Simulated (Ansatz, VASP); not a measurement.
## ZrSiRu4 in VASP and in Ansatz

```xyz
6
Lattice="0.0000 3.4427 3.4427 3.4427 0.0000 3.4427 3.4427 3.4427 0.0000" Properties=species:S:1:pos:R:3 pbc="T T T"
Zr    3.4427    3.4427    3.4427
Si    1.7214    1.7214    1.7214
Ru    6.0314    4.2968    4.2968
Ru    4.2968    6.0314    4.2968
Ru    4.2968    4.2968    6.0314
Ru    6.0314    6.0314    6.0314
```

Change from the starting cell: species swapped into the DyNi4Au type (F-43m, No. 216).

Alike in both runs: task single point; functional PBE; k mesh 4 × 4 × 4; occupations gaussian, width 0.1 eV; no spin polarisation.

|  | VASP | Ansatz |
| --- | --- | --- |
| version | VASP 6.6.1 | Ansatz 0.2.0 |
| potentials or method | VASP PAW PBE potentials, release 64 (Zr_sv, Si, Ru_pv), cutoff 520 eV | scalar-relativistic, plane waves, PAW |
| valence electrons in the cell | 72 | 80 |

Ansatz gave:

```
gap on the k mesh at the Fermi level (eV) : none
rms of the force components (eV/Å)        : 0.069
```

Q: What did VASP give for the same quantities?

A: gap on the k mesh at the Fermi level (eV): none; rms of the force components (eV/Å): 0.046.

Atom by atom the forces differ by 0.023 eV/Å (rms over components). A gap of «none» marks a metal or a gap that the smearing closes. VASP's potentials hold 72 valence electrons a cell and Ansatz's 80, so a difference there can come from the potentials and not from the codes.

The k mesh is coarse, so the values compare programs but aren't converged.
